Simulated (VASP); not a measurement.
Here is a VASP 6.6.1 calculation.

INCAR

```
PREC = Accurate
ENCUT = 520
EDIFF = 1E-7
ISMEAR = 0
SIGMA = 0.05
LREAL = False
LASPH = True
NELM = 150
ALGO = Normal
ISIF = 2
LWAVE = False
LCHARG = True
ISPIN = 2
MAGMOM = 0.5 0.5
LORBIT = 11
GGA = PE
LELF = True
LVHAR = True
NBANDS = 15
```

The input KPOINTS:

```
Automatic mesh
0
Gamma
  1 1 35
```

The input POSCAR:

```
AlN
1.0
   10.5000000000      0.0000000000      0.0000000000
    0.0000000000      9.3000000000      0.0000000000
    0.0000000000      0.0000000000      3.3763381933
Al N
1 1
Direct
    0.4999868020      0.5000000000      0.0000000000
    0.5000131980      0.5000000000      0.5000000000
```

Potentials or basis: VASP PAW PBE potentials, release 64 (Al, N).

Launch:

```sh
$ cat potpaw_PBE.64/Al/POTCAR potpaw_PBE.64/N/POTCAR > POTCAR
$ mpirun -np 1 vasp_std > vasp.out
```

What does it give for the net moment?

0.00 μB per cell.

Predict the band gap on the k mesh.

2.39 eV (least direct gap 3.37 eV).
